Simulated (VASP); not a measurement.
# SrW2 (P-3m1) in VASP: relaxation of cell and atoms with PBE

Aim: the relaxation of cell and atoms of SrW2 with PBE.

Program: VASP 6.6.1. These are calculated values, not measurements. Logs are shortened: lines on timing, memory, paths and dates and some standing lists are left out, and cuts for length are marked.

**1. The cell of the first run**

Symmetry: P-3m1, No. 164, trigonal system. The conventional cell has a = 3.247 Å, b = 3.247 Å, c = 7.494 Å, α = 90.00°, β = 90.00°, γ = 120.00°. Within 4.3 Å of Sr (site symmetry -3m) lie 6 Sr at 3.25 Å and 6 W at 3.45 Å. W (site symmetry 3m) has 9 W at 2.54 to 3.25 Å within 3.3 Å.

**2. Relaxation of cell and atoms, PBE**

Input file INCAR:

```
ALGO = Normal
EDIFF = 1E-7
EDIFFG = -0.01
ENCUT = 600
GGA = PE
IBRION = 2
ISIF = 3
ISMEAR = 0
LASPH = True
LCHARG = False
LREAL = False
LWAVE = False
NELM = 100
NSW = 100
PREC = Accurate
SIGMA = 0.1
```

Input file KPOINTS:

```
k-points
0
Gamma
  18 18 6
```

Input file POSCAR:

```
SrW2
1.0
    3.2470597581      0.0000000000      0.0000000000
   -1.6235298790      2.8120362381      0.0000000000
    0.0000000000      0.0000000000      7.4937731496
Sr W
1 2
Direct
    0.0000000000      0.0000000000      0.5000000000
    0.3333333333      0.6666666667      0.8859388887
    0.6666666667      0.3333333333      0.1140611113
```

Potentials or basis: VASP PAW PBE potentials, release 64 (Sr_sv, W_sv).

Run with:

```console
cat potpaw_PBE.64/Sr_sv/POTCAR potpaw_PBE.64/W_sv/POTCAR > POTCAR
mpirun -np 1 vasp_std > vasp.out
```

OUTCAR:

```text
EDIFF = 1E-7
   EDIFFG = -0.01
   ENCUT = 600
   GGA = PE
   IBRION = 2
   ISIF = 3
   ISMEAR = 0
   LASPH = True
   LREAL = False
   NELM = 100
   NSW = 100
   PREC = Accurate

 ion  position               nearest neighbor table
   1  0.000  0.000  0.500-   2 3.45   3 3.45   2 3.45   3 3.45   3 3.45   2 3.45
   2  0.333  0.667  0.886-   3 2.54   3 2.54   3 2.54   1 3.45   1 3.45   1 3.45
   3  0.667  0.333  0.114-   2 2.54   2 2.54   2 2.54   1 3.45   1 3.45   1 3.45

  LATTYP: Found a hexagonal cell.
 ALAT       =     3.2470597581
 C/A-ratio  =     2.3078642550

  Lattice vectors:

 A1 = (   3.2470597581,   0.0000000000,   0.0000000000)
 A2 = (  -1.6235298790,   2.8120362381,   0.0000000000)
 A3 = (   0.0000000000,   0.0000000000,   7.4937731496)

Analysis of symmetry for initial positions (statically):
=====================================================================
 Subroutine PRICEL returns:
 Original cell was already a primitive cell.

 Routine SETGRP: Setting up the symmetry group for a
 hexagonal supercell.

 Subroutine GETGRP returns: Found 12 space group operations
 (whereof 12 operations were pure point group operations)
 out of a pool of 24 trial point group operations.

The static configuration has the point symmetry D_3d.

Analysis of symmetry for dynamics (positions and initial velocities):
=====================================================================
 Subroutine PRICEL returns:
 Original cell was already a primitive cell.

 Routine SETGRP: Setting up the symmetry group for a
 hexagonal supercell.

 Subroutine GETGRP returns: Found 12 space group operations
 (whereof 12 operations were pure point group operations)
 out of a pool of 24 trial point group operations.

The dynamic configuration has the point symmetry D_3d.

 Subroutine INISYM returns: Found 12 space group operations
 (whereof 12 operations are pure point group operations),
 and found     1 'primitive' translations

----------------------------------------------------------------------------------------

                                     Primitive cell

  volume of cell :      68.4245

  direct lattice vectors                    reciprocal lattice vectors
     3.247059758  0.000000000  0.000000000     0.307970926  0.177807097  0.000000000
    -1.623529879  2.812036238  0.000000000     0.000000000  0.355614194  0.000000000
     0.000000000  0.000000000  7.493773150     0.000000000  0.000000000  0.133444125

  length of vectors
     3.247059758  3.247059758  7.493773150     0.355614194  0.355614194  0.133444125

  position of ions in fractional coordinates (direct lattice)
     0.000000000  0.000000000  0.500000000
     0.333333333  0.666666667  0.885938889
     0.666666667  0.333333333  0.114061111

  ion indices of the primitive-cell ions
   primitive index   ion index
                 1           1
                 2           2
                 3           3

----------------------------------------------------------------------------------------

 KPOINTS: k-points

Automatic generation of k-mesh.
 Grid dimensions read from file:
 generate k-points for:   18   18    6

 Generating k-lattice:

  Cartesian coordinates                     Fractional coordinates (reciprocal lattice)
     0.017109496  0.009878172  0.000000000     0.055555556  0.000000000  0.000000000
     0.000000000  0.019756344  0.000000000     0.000000000  0.055555556  0.000000000
     0.000000000  0.000000000  0.022240687     0.000000000  0.000000000  0.166666667

  Length of vectors
     0.019756344  0.019756344  0.022240687

  Shift w.r.t. Gamma in fractional coordinates (k-lattice)
     0.000000000  0.000000000  0.000000000

 Subroutine IBZKPT returns following result:
 ===========================================

 Found    202 irreducible k-points:

 Following reciprocal coordinates:
            Coordinates               Weight
  0.000000  0.000000  0.000000      1.000000
  0.055556  0.000000  0.000000      6.000000
  0.111111  0.000000  0.000000      6.000000
  0.166667  0.000000  0.000000      6.000000
  0.222222 -0.000000  0.000000      6.000000
  0.277778  0.000000  0.000000      6.000000
[... 16 lines left out ...]
  0.333333  0.111111  0.000000     12.000000
  0.388889  0.111111  0.000000     12.000000
 [... further k-points ...]
   k-points           NKPTS =    202   k-points in BZ     NKDIM =    202   number of bands    NBANDS=     23
   number of dos      NEDOS =    301   number of ions     NIONS =      3
   total plane-waves  NPLWV =  47040
   dimension x,y,z NGX =    28 NGY =   28 NGZ =   60
   dimension x,y,z NGXF=    56 NGYF=   56 NGZF=  120
   ions per type =               1   2
   NGX,Y,Z   is equivalent  to a cutoff of  14.34, 14.34, 13.31 a.u.
   NGXF,Y,Z  is equivalent  to a cutoff of  28.67, 28.67, 26.62 a.u.
 SYSTEM =  unknown system
   PREC   = accura    normal or accurate (medium, high low for compatibility)
   ISTART =      0    job   : 0-new  1-cont  2-samecut
   ICHARG =      2    charge: 1-file 2-atom 10-const
   ISPIN  =      1    spin polarized calculation?
   LNONCOLLINEAR =      F non collinear calculations
   LSORBIT =      F    spin-orbit coupling
   LASPH  =      T    aspherical Exc in radial PAW
   ENCUT  =  600.0 eV  44.10 Ry    6.64 a.u.   6.49  6.49 14.97*2*pi/ulx,y,z
   NELM   =    100;   NELMIN=  2; NELMDL= -5     # of ELM steps
   EDIFF  = 0.1E-06   stopping-criterion for ELM
   LREAL  =      F    real-space projection
   EDIFFG = -.1E-01   stopping-criterion for IOM
   NSW    =    100    number of steps for IOM
   IBRION =      2    ionic relax: 0-MD 1-quasi-New 2-CG
   NFREE  =      1    steps in history (QN), initial steepest desc. (CG)
   ISIF   =      3    stress and relaxation
   ISYM   =      2    0-nonsym 1-usesym 2-fastsym
   POTIM  = 0.5000    time-step for ionic-motion
   TEBEG  =    0.0;   TEEND  =   0.0 temperature during run
   PSTRESS=    0.0 pullay stress
   NELECT =      38.0000    total number of electrons
   NUPDOWN=      -1.0000    fix difference up-down
   EMIN   =  10.00;   EMAX   =-10.00  energy-range for DOS
   EFERMI =   0.00;   METHOD = LEGACY
   ISMEAR =     0;   SIGMA  =   0.10  broadening in eV -4-tet -1-fermi 0-gaus
   EFERMI_NEDOS =   21; number of points for ismear=-14 and -15
   IALGO  =     38    algorithm
   IMIX   =      4    mixing-type and parameters
     AMIX     =   0.40;   BMIX     =  1.00
     AMIX_MAG =   1.60;   BMIX_MAG =  1.00
  volume/ion in A,a.u.               =      22.81       153.92
  Fermi-wavevector in a.u.,A,eV,Ry     =   1.345650  2.542910 24.637075  1.810774
  Thomas-Fermi vector in A             =   2.473546
   LORBIT       =      0    0 simple, 1 ext, 2 COOP (PROOUT), +10 PAW based schemes
   GGA     = PE    functional components
   LHFCALC =     F    Hartree Fock is set to
   AEXX    =    0.0000 exact exchange contribution
   IVDW    =     0    specifies the selected vdW correction
   LEPSILON=     F    determine dielectric tensor
   LRPA    =     F    only Hartree local field effects (RPA)
 conjugate gradient relaxation of ions
 non-spin polarized calculation
 Gauss-broadening in eV      SIGMA  =   0.10
  energy-cutoff  :      600.00
  volume of cell :       68.42
 maximum number of plane-waves:      2312
 NGX is ok and might be reduce to    28
   NGX = 13   NGY = 13   NGZ = 29

--------------------------------------- Ionic step        1  -------------------------------------------

 number of electron      38.0000001 magnetization

 Free energy of the ion-electron system (eV)
  ---------------------------------------------------
  ext. energy  EPLUGINS =         0.00000000
  ---------------------------------------------------
  free energy    TOTEN  =       -24.30851792 eV

  energy without entropy =      -24.29595014  energy(sigma->0) =      -24.30223403

------------------------ aborting loop because EDIFF is reached ----------------------------------------

  FORCE on cell =-STRESS in cart. coord.  units (eV):
  Direction    XX          YY          ZZ          XY          YZ          ZX
  --------------------------------------------------------------------------------------
  -------------------------------------------------------------------------------------
  Total        0.2781075      0.2781075     -0.3762706      0.0000000     -0.0000000      0.0000000
  in kB        6.5119563      6.5119563     -8.8104722      0.0000000     -0.0000000      0.0000000
  external PRESSURE =       1.4044801 kB  Pullay stress =       0.0000000 kB
[... 207 lines left out ...]
  energy  without entropy=      -24.3021447746  energy(sigma->0) =      -24.30805050

--------------------------------------- Ionic step        7  -------------------------------------------

 number of electron      38.0000000 magnetization

 Free energy of the ion-electron system (eV)
  ---------------------------------------------------
  ext. energy  EPLUGINS =         0.00000000
  ---------------------------------------------------
  free energy    TOTEN  =       -24.31397417 eV

  energy without entropy =      -24.30216341  energy(sigma->0) =      -24.30806879

 E-fermi :   6.3699     XC(G=0): -11.0840

 val. band max:        6.3619062105   @ k =  -0.1667  -0.4444   0.3333
 cond. band min:       6.4088714853   @ k =  -0.1667  -0.4444   0.1667
 fundamental gap:      0.0469652748
 Fermi energy:         6.3699060600

 k-point     1 :       0.0000    0.0000    0.0000
  band No.  band energies     occupation
      1     -67.4809      2.00000
      2     -67.2539      2.00000
      3     -32.0763      2.00000
      4     -31.7375      2.00000
      5     -31.7375      2.00000
      6     -31.2328      2.00000
[... 613 lines left out ...]
     22       8.3205      0.00000
     23       8.9281      0.00000

 [... further k-points ...]
[... 5 lines left out ...]
  --------------------------------------------------------------------------------------
  -------------------------------------------------------------------------------------
  Total        0.0041905      0.0041905      0.0183433      0.0000000     -0.0000000      0.0000000
  in kB        0.0970273      0.0970273      0.4247203      0.0000000     -0.0000000      0.0000000
  external PRESSURE =       0.2062583 kB  Pullay stress =       0.0000000 kB
[... 18 lines left out ...]
  FREE ENERGIE OF THE ION-ELECTRON SYSTEM (eV)
  ---------------------------------------------------
  free  energy   TOTEN  =       -24.3139741731 eV

  energy  without entropy=      -24.3021634136  energy(sigma->0) =      -24.30806879

 reached required accuracy - stopping structural energy minimisation
```

Run time: 19 min. Hardware: 1 thread of AMD EPYC 9R14 (Zen 4), shared host; peak memory 0.47 GiB.

What came out:

| Property | Result |
| --- | --- |
| Free energy | -24.3140 eV |
| Relaxed volume | 23.07 Å³/atom |
| Relaxed cell | a = 3.273 Å, b = 3.273 Å, c = 7.459 Å, α = 90.00°, β = 90.00°, γ = 120.00° |
| Space group after relaxing (to 0.05 Å) | P-3m1 (No. 164) |
| Energy gained by relaxing | 1.8 meV/atom |
| Ionic steps | 7 |
| Pressure after relaxing | 0.0 GPa |
| Largest force after relaxing | 0.009 eV/Å |
| Band gap on the k mesh | zero (band 19 reaches 6.71 eV, above the bottom of band 20 at 5.25 eV) |

Forces on the atoms (eV/Å):
```
Sr   0.000  0.000  0.000
W    0.000  0.000  0.009
W    0.000  0.000 -0.009
```

Step by step:
| step | energy change (eV) | largest force (eV/Å) | pressure (GPa) | volume (Å³) |
| --- | --- | --- | --- | --- |
| 1 | 0.0000 | 0.2115 | 0.14 | 68.42 |
| 2 | -0.0037 | 0.1507 | 0.97 | 68.62 |
| 3 | -0.0039 | 0.0881 | 0.83 | 68.59 |
| 4 | -0.0049 | 0.0673 | -0.43 | 69.54 |
| 5 | -0.0054 | 0.0104 | 0.02 | 69.19 |
| 6 | -0.0054 | 0.0088 | 0.04 | 69.18 |
| 7 | -0.0055 | 0.0095 | 0.02 | 69.20 |

Final structure:
```xyz
3
Lattice="3.2729 0.0000 0.0000 -1.6365 2.8345 0.0000 0.0000 0.0000 7.4589" Properties=species:S:1:pos:R:3 pbc="T T T"
Sr    3.2729    0.0000    3.7295
W     0.0000    1.8896    6.6185
W     1.6365    0.9448    0.8405
```

Levels at points of the mesh, in eV from the Fermi level:
| k point | band 15 | band 16 | band 17 | band 18 | band 19 | band 20 | band 21 | band 22 | band 23 |
| --- | --- | --- | --- | --- | --- | --- | --- | --- | --- |
| (0.00, 0.00, 0.00) | -2.46 | -1.91 | -1.91 | -1.66 | -1.66 | -1.12 | 1.40 | 2.37 | 2.37 |
| (0.50, 0.00, 0.00) | -2.70 | -1.64 | -1.47 | -0.80 | -0.29 | 0.55 | 1.42 | 2.07 | 2.24 |
| (0.00, 0.00, 0.50) | -3.32 | -1.89 | -1.89 | -1.67 | -1.67 | 0.38 | 0.50 | 2.56 | 2.56 |
| (0.50, 0.00, 0.50) | -2.44 | -1.80 | -1.53 | -0.75 | -0.40 | 1.55 | 1.57 | 2.24 | 2.31 |

Caveat: spin-orbit coupling is left out, which moves the levels of the heavy elements.
